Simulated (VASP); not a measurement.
# HfC (R-3m) in VASP: further runs, part 3 of 3

VASP 6.6.1. The steps go on from the part before.

### 4 Electric field gradients, PBEsol (equal xy, yz and zx shear strains of +3 %)

File INCAR:

```
SYSTEM = HfC
PREC = Accurate
ENCUT = 520
EDIFF = 1E-8
ISMEAR = -1
SIGMA = 0.05
LREAL = .False.
LASPH = .True.
NELM = 60
ALGO = Normal
ISIF = 2
LWAVE = .False.
LCHARG = .False.
GGA = PS
LEFG = .True.
NBANDS = 14
```

File KPOINTS:

```
Automatic mesh
0
Gamma
  15 15 15
  0 0 0
```

File POSCAR:

```
HfC
1.0
    0.0697500000      2.3598750000      2.3598750000
    2.3598750000      0.0697500000      2.3598750000
    2.3598750000      2.3598750000      0.0697500000
Hf C
1 1
Direct
    0.5000000000      0.5000000000      0.5000000000
    0.0000000000      0.0000000000      0.0000000000
```

Potentials or basis: VASP PAW PBE potentials, release 64 (Hf_pv, C).

The run is started by

```sh
> cat potpaw_PBE.64/Hf_pv/POTCAR potpaw_PBE.64/C/POTCAR > POTCAR
> mpirun -np 1 vasp_std > vasp.out
```

OUTCAR:

```text
SYSTEM = HfC
   PREC = Accurate
   ENCUT = 520
   EDIFF = 1E-8
   ISMEAR = -1
   LREAL = .False.
   LASPH = .True.
   NELM = 60
   ISIF = 2
   GGA = PS

 ion  position               nearest neighbor table
   1  0.500  0.500  0.500-   2 2.33   2 2.33   2 2.33   2 2.33   2 2.33   2 2.33
   2  0.000  0.000  0.000-   1 2.33   1 2.33   1 2.33   1 2.33   1 2.33   1 2.33

  LATTYP: Found a trigonal (rhomboedric) cell.
 ALAT       =     3.3380960282
 COS(alpha) =     0.5293254421

  Lattice vectors:

 A1 = (   0.0697500000,   2.3598750000,   2.3598750000)
 A2 = (   2.3598750000,   0.0697500000,   2.3598750000)
 A3 = (   2.3598750000,   2.3598750000,   0.0697500000)

Analysis of symmetry for initial positions (statically):
=====================================================================
 Subroutine PRICEL returns:
 Original cell was already a primitive cell.

 Routine SETGRP: Setting up the symmetry group for a
 trigonal (rhombohedral) supercell.

 Subroutine GETGRP returns: Found 12 space group operations
 (whereof 12 operations were pure point group operations)
 out of a pool of 12 trial point group operations.

The static configuration has the point symmetry D_3d.

Analysis of symmetry for dynamics (positions and initial velocities):
=====================================================================
 Subroutine PRICEL returns:
 Original cell was already a primitive cell.

 Routine SETGRP: Setting up the symmetry group for a
 trigonal (rhombohedral) supercell.

 Subroutine GETGRP returns: Found 12 space group operations
 (whereof 12 operations were pure point group operations)
 out of a pool of 12 trial point group operations.

The dynamic configuration has the point symmetry D_3d.

 Subroutine INISYM returns: Found 12 space group operations
 (whereof 12 operations are pure point group operations),
 and found     1 'primitive' translations

----------------------------------------------------------------------------------------

                                     Primitive cell

  volume of cell :      25.1194

  direct lattice vectors                    reciprocal lattice vectors
     0.069750000  2.359875000  2.359875000    -0.221508238  0.215149150  0.215149150
     2.359875000  0.069750000  2.359875000     0.215149150 -0.221508238  0.215149150
     2.359875000  2.359875000  0.069750000     0.215149150  0.215149150 -0.221508238

  length of vectors
     3.338096028  3.338096028  3.338096028     0.376356497  0.376356497  0.376356497

  position of ions in fractional coordinates (direct lattice)
     0.500000000  0.500000000  0.500000000
     0.000000000  0.000000000  0.000000000

  ion indices of the primitive-cell ions
   primitive index   ion index
                 1           1
                 2           2

----------------------------------------------------------------------------------------

 KPOINTS: Automatic mesh

Automatic generation of k-mesh.
 Grid dimensions read from file:
 generate k-points for:   15   15   15
[... 83 lines left out ...]
     AMIX     =   0.40;   BMIX     =  1.00
     AMIX_MAG =   1.60;   BMIX_MAG =  1.00
  volume/ion in A,a.u.               =      12.56        84.76
  Fermi-wavevector in a.u.,A,eV,Ry     =   1.347249  2.545932 24.695675  1.815081
  Thomas-Fermi vector in A             =   2.475015
   LORBIT       =      0    0 simple, 1 ext, 2 COOP (PROOUT), +10 PAW based schemes
   GGA     = PS    functional components
   LHFCALC =     F    Hartree Fock is set to
   AEXX    =    0.0000 exact exchange contribution
   IVDW    =     0    specifies the selected vdW correction
   LEPSILON=     F    determine dielectric tensor
   LRPA    =     F    only Hartree local field effects (RPA)
 non-spin polarized calculation
  energy-cutoff  :      520.00
  volume of cell :       25.12
 maximum number of plane-waves:       688
 NGX is ok and might be reduce to    28
   NGX = 13   NGY = 13   NGZ = 13

 number of electron      14.0000000 magnetization

 Free energy of the ion-electron system (eV)
  ---------------------------------------------------
  ext. energy  EPLUGINS =         0.00000000
  ---------------------------------------------------
  free energy    TOTEN  =       -22.14498614 eV

  energy without entropy =      -22.14267202  energy(sigma->0) =      -22.14382908

 E-fermi :   5.8117     XC(G=0): -12.4248

 val. band max:        5.7754844026   @ k =   0.1333   0.0667   0.0667
 cond. band min:       5.8258697241   @ k =   0.3333   0.3333   0.0667
 fundamental gap:      0.0503853215
 Fermi energy:         5.8116957996

 k-point     1 :       0.0000    0.0000    0.0000
  band No.  band energies     occupation
      1     -23.7130      2.00000
      2     -23.6734      2.00000
      3     -23.6734      2.00000
      4      -6.4811      2.00000
      5       6.6306      0.00000
      6       6.7146      0.00000
      7       6.9509      0.00000
      8       6.9509      0.00000
      9       7.3477      0.00000
     10       7.3477      0.00000
     11       9.2107      0.00000
     12       9.2107      0.00000
     13      12.6916      0.00000
     14      16.7829      0.00000
[... 377 lines left out ...]
      1     -23.8793      2.00000
      2     -23.7614      2.00000
      3     -23.7267      2.00000
      4      -5.5700      2.00000
      5       3.3530      2.00000
      6       5.1190      2.00000
      7       5.3280      1.99987
      8       6.5608      0.00000
      9       9.1368      0.00000
     10       9.6826      0.00000
     11      10.3428      0.00000
     12      12.0940      0.00000
     13      15.3129      0.00000
     14      19.2811      0.00000

 [... further k-points ...]

------------------------ aborting loop because EDIFF is reached ----------------------------------------

  FORCE on cell =-STRESS in cart. coord.  units (eV):
  Direction    XX          YY          ZZ          XY          YZ          ZX
  --------------------------------------------------------------------------------------
  -------------------------------------------------------------------------------------
  Total       -1.0712992     -1.0712992     -1.0712992     -0.8262752     -0.8262752     -0.8262752
  in kB      -68.3302170    -68.3302170    -68.3302170    -52.7019594    -52.7019594    -52.7019594
  external PRESSURE =     -68.3302170 kB  Pullay stress =       0.0000000 kB

 VOLUME and BASIS-vectors are now :
 -----------------------------------------------------------------------------
  energy-cutoff  :      520.00
  volume of cell :       25.12
      direct lattice vectors                 reciprocal lattice vectors
     0.069750000  2.359875000  2.359875000    -0.221508238  0.215149150  0.215149150
     2.359875000  0.069750000  2.359875000     0.215149150 -0.221508238  0.215149150
     2.359875000  2.359875000  0.069750000     0.215149150  0.215149150 -0.221508238

 POSITION                                       TOTAL-FORCE (eV/Angst)
 -----------------------------------------------------------------------------------
      2.39475      2.39475      2.39475         0.000000      0.000000     -0.000000
      0.00000      0.00000      0.00000        -0.000000      0.000000      0.000000
 -----------------------------------------------------------------------------------
    total drift:                                0.000000      0.000000      0.000000

  FREE ENERGIE OF THE ION-ELECTRON SYSTEM (eV)
  ---------------------------------------------------
  free  energy   TOTEN  =       -22.1449861402 eV

  energy  without entropy=      -22.1426720171  energy(sigma->0) =      -22.14382908

 Electric field gradients (V/A^2)
---------------------------------------------------------------------
 ion       V_xx      V_yy      V_zz      V_xy      V_xz      V_yz
---------------------------------------------------------------------
   1      -0.000     0.000    -0.000    -1.667    -1.667    -1.667
   2       0.000     0.000    -0.000    -0.353    -0.353    -0.353
---------------------------------------------------------------------

 Electric field gradients after diagonalization (V/A^2)
 (convention: |V_zz| > |V_xx| > |V_yy|)
----------------------------------------------------------------------
 ion       V_xx      V_yy      V_zz     asymmetry (V_yy - V_xx)/ V_zz
----------------------------------------------------------------------
   1       1.667     1.667    -3.335       0.000
   2       0.353     0.353    -0.706       0.000
----------------------------------------------------------------------

           NMR quadrupolar parameters

 Cq : quadrupolar parameter    Cq=e*Q*V_zz/h
 eta: asymmetry parameters     (V_yy - V_xx)/ V_zz
 Q  : nuclear electric quadrupole moment in mb (millibarn)
----------------------------------------------------------------------
 ion       Cq(MHz)       eta       Q (mb)
----------------------------------------------------------------------
   1      -0.008       0.000       1.000
   2      -0.002       0.000       1.000
----------------------------------------------------------------------
```

OSZICAR:

```text
N       E                     dE             d eps       ncg     rms          rms(c)
DAV:   1     0.224173016174E+02    0.22417E+02   -0.77594E+03  9648   0.982E+02
DAV:   2    -0.235042609621E+02   -0.45922E+02   -0.43052E+02 12414   0.202E+02
DAV:   3    -0.250392467150E+02   -0.15350E+01   -0.15297E+01 11662   0.266E+01
DAV:   4    -0.250460709072E+02   -0.68242E-02   -0.68237E-02 11276   0.219E+00
DAV:   5    -0.250461131715E+02   -0.42264E-04   -0.42264E-04 11732   0.156E-01    0.579E+01
DAV:   6    -0.222329272541E+02    0.28132E+01   -0.10773E+01 10790   0.172E+01    0.411E+01
DAV:   7    -0.221652798705E+02    0.67647E-01   -0.53958E-01 12230   0.504E+00    0.237E+01
DAV:   8    -0.221507456808E+02    0.14534E-01   -0.69501E-02 11864   0.204E+00    0.539E+00
DAV:   9    -0.221453310300E+02    0.54147E-02   -0.19537E-02 11078   0.824E-01    0.210E+00
DAV:  10    -0.221449948798E+02    0.33615E-03   -0.14588E-03 12486   0.278E-01    0.106E-01
DAV:  11    -0.221449865899E+02    0.82899E-05   -0.85623E-05 10898   0.790E-02    0.353E-02
DAV:  12    -0.221449863117E+02    0.27821E-06   -0.28060E-06 12584   0.134E-02    0.108E-02
DAV:  13    -0.221449861687E+02    0.14296E-06   -0.22201E-07 10760   0.301E-03    0.140E-03
DAV:  14    -0.221449861272E+02    0.41547E-07   -0.26487E-08 12656   0.124E-03    0.802E-04
DAV:  15    -0.221449861381E+02   -0.10925E-07   -0.28107E-09  7228   0.452E-04    0.912E-05
DAV:  16    -0.221449861402E+02   -0.21541E-08   -0.32371E-10  6118   0.156E-04
   1 F= -.22144986E+02 E0= -.22143829E+02  d E =-.231412E-02
```

Run time: 4.4 min. Hardware: 1 thread of Intel Xeon 8259CL, shared host; peak memory 0.26 GiB.

What came out:

```yaml
Free_energy: -22.1450 eV
Pressure: -6.8 GPa
Band_gap_on_the_k_mesh: zero (bands 7 and 8 overlap by 1.41 eV)
Largest_electric_field_gradient_by_atom: Hf -3.3; C -0.7 V/Å²
```

Electric field gradients, principal values (V/Å²):
```csv
atom,least,middle,greatest (by size)
1 Hf,1.667,1.667,-3.335
2 C,0.353,0.353,-0.706
```

Caveat: the cell differs from its parent crystal (equal xy, yz and zx shear strains of +3 %); the cell stands under tension; without QUAD_EFG the Cq values of the log hold for a quadrupole moment of 1 mb, not for the nuclei; the PAW data sets were made with another functional, which shifts forces and pressure a little; spin-orbit coupling is left out, which moves the levels of the heavy elements.

### 5 Summary

```csv
cell,gap on the mesh (eV),pressure (GPa)
"a = 3.255 Å, angles 61.3°, 2 atoms",none,-6.9
"a = 3.305 Å, angles 59.3°, 2 atoms",none,-7.0
"a = 3.338 Å, angles 58.0°, 2 atoms",none,-6.8
```

Alike in all rows: task electric field gradients; level PBEsol; potentials or basis VASP PAW PBE potentials, release 64 (Hf_pv, C); no spin polarisation; k mesh 15 × 15 × 15; cutoff (eV) 520; smearing fermi-dirac 0.05 eV.

Caveats: the cell stands under tension; the PAW data sets were made with another functional, which shifts forces and pressure a little; spin-orbit coupling is left out, which moves the levels of the heavy elements.

Absolute energies hang on the potentials; compare differences alone.
